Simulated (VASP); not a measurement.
V, 1 atom in the cell. The structure is cubic, space group Fm-3m (No. 225). The conventional cell has a = 3.790 Å, b = 3.790 Å, c = 3.790 Å, α = 90.00°, β = 90.00°, γ = 90.00°. Within 3.5 Å of V (site symmetry m-3m) lie 12 V at 2.68 Å. 

| Item | Value |
| --- | --- |
| Program | VASP 6.6.1 |
| Task | relaxation of cell and atoms |
| Functional | PBE |
| Potentials or basis | VASP PAW PBE potentials, release 64 (V_sv) |
| Cutoff | 600 eV |
| k mesh | 8 × 8 × 8 |
| Occupations | gaussian, width 0.1 eV |
| Spin | no spin polarisation |
| Dipole correction | no |
| Further INCAR settings | ALGO = Normal; EDIFF = 1e-07; IBRION = 2; EDIFFG = -0.04; NSW = 90; ISIF = 3 |

Potentials or basis: VASP PAW PBE potentials, release 64 (V_sv).

Launch:

```sh
$ cat potpaw_PBE.64/V_sv/POTCAR > POTCAR
$ mpirun -np 1 vasp_std > vasp.out
```

Hardware: 1 thread of Intel(R) Xeon(R) Platinum 8488C (Sapphire Rapids), with other jobs on the host.

Estimate the wall time of this run.

It took 12 s on 1 thread of Intel(R) Xeon(R) Platinum 8488C (Sapphire Rapids) (shared host), peak memory 0.14 GiB. Counts: scf iterations 30, k points 29, ion steps 3.
